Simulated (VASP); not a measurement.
Here is a VASP 6.6.1 calculation.

The input INCAR:

```
SYSTEM = MgS
  PREC = Accurate
  ENCUT = 600
  EDIFF = 1E-6
  ISMEAR = 0
  SIGMA = 0.05
  LREAL = .FALSE.
  LASPH = .TRUE.
  NELM = 120
  ALGO = Normal
  ISIF = 2
  LWAVE = .FALSE.
  LCHARG = .FALSE.
  GGA = PS
  NBANDS = 11
  GGA_COMPAT = .FALSE.
```

KPOINTS

```
regular mesh
0
G
  8 8 8
  0 0 0
```

POSCAR

```
MgS
1.0
    0.0000000000      2.4975840000      2.3935180000
    2.4975840000      0.0000000000      2.3935180000
    2.4975840000      2.4975840000      0.0000000000
Mg S
1 1
Direct
    0.0000000000      0.0000000000      0.0000000000
    0.5000000000      0.5000000000      0.5000000000
```

Potentials or basis: VASP PAW PBE potentials, release 64 (Mg, S).

Run with:

```sh
$ cat potpaw_PBE.64/Mg/POTCAR potpaw_PBE.64/S/POTCAR > POTCAR
$ mpirun -np 1 vasp_std > vasp.out
```

Problem. Estimate the pressure.

Solution. 16.7 GPa.

Problem. Predict the band gap on the k mesh.

Solution. 2.80 eV, indirect (least direct gap 4.95 eV).

Stress tensor (GPa, compression positive):
```
13.19  0.00  0.00
 0.00 13.19  0.00
 0.00  0.00 23.59
```

Caveat: the cell differs from its parent crystal (strain -0.040 along x and y, -0.080 along z); the PAW data sets were made with another functional, which shifts forces and pressure a little. A k mesh can miss the band edges.
